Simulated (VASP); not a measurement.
Set up this calculation in VASP 6.6.1, as the native input.

| Item | Value |
| --- | --- |
| Task | single point |
| Functional | r2SCAN |
| Potentials or basis | VASP PAW PBE potentials, release 64 (Li_sv, Be) |
| Cutoff | 520 eV |
| k mesh | 16 × 16 × 16 |
| Occupations | gaussian, width 0.15 eV |
| Spin | no spin polarisation |
| Dipole correction | no |
| Further INCAR settings | ALGO = Normal; EDIFF = 1e-06; NBANDS = 10 |

The system is LiBe.

```
CELL_PARAMETERS angstrom
2.81115 0.00000 0.00000
0.00000 2.81115 0.00000
0.00000 0.00000 2.81115
ATOMIC_POSITIONS crystal
Li 0.00000 0.00000 0.00000
Be 0.50000 0.50000 0.50000
```

One way to write it, as run:

POSCAR

```
LiBe
1.0
    2.8111530000      0.0000000000      0.0000000000
    0.0000000000      2.8111530000      0.0000000000
    0.0000000000      0.0000000000      2.8111530000
Li Be
1 1
Direct
    0.0000000000      0.0000000000      0.0000000000
    0.5000000000      0.5000000000      0.5000000000
```

INCAR.step1

```
ALGO     = Normal         # electronic algorithm
EDIFF    = 1E-4           # SCF threshold, eV
ENCUT    = 520            # plane-wave cutoff, eV
GGA      = PE             # functional
ISMEAR   = 0              # smearing method
LASPH    = True           # aspherical terms in the spheres
LCHARG   = False          # write CHGCAR
LREAL    = False          # projectors in reciprocal space
LWAVE    = True           # write WAVECAR
NBANDS   = 10             # bands
NELM     = 60             # most SCF steps
PREC     = Accurate       # precision mode
SIGMA    = 0.15           # smearing width, eV
```

INCAR.step2

```
ALGO     = Normal         # electronic algorithm
EDIFF    = 1E-6           # SCF threshold, eV
ENCUT    = 520            # plane-wave cutoff, eV
ISIF     = 2              # what is computed and relaxed
ISMEAR   = 0              # smearing method
ISTART   = 1            
LASPH    = True           # aspherical terms in the spheres
LCHARG   = False          # write CHGCAR
LMIXTAU  = True         
LREAL    = False          # projectors in reciprocal space
LWAVE    = False          # write WAVECAR
METAGGA  = R2SCAN         # meta-GGA
NBANDS   = 10             # bands
NELM     = 60             # most SCF steps
PREC     = Accurate       # precision mode
SIGMA    = 0.15           # smearing width, eV
```

KPOINTS

```
k-points
0
Gamma
  16 16 16
```

Potentials or basis: VASP PAW PBE potentials, release 64 (Li_sv, Be).

The run is started by

```sh
$ cat potpaw_PBE.64/Li_sv/POTCAR potpaw_PBE.64/Be/POTCAR > POTCAR
$ cp INCAR.step1 INCAR
$ mpirun -np 1 vasp_std > vasp.out
$ cp INCAR.step2 INCAR
$ mpirun -np 1 vasp_std > vasp.out
```

Wall time 53 s on 1 thread of Intel(R) Xeon(R) Platinum 8559C (Emerald Rapids) (shared host), peak memory 0.15 GiB.
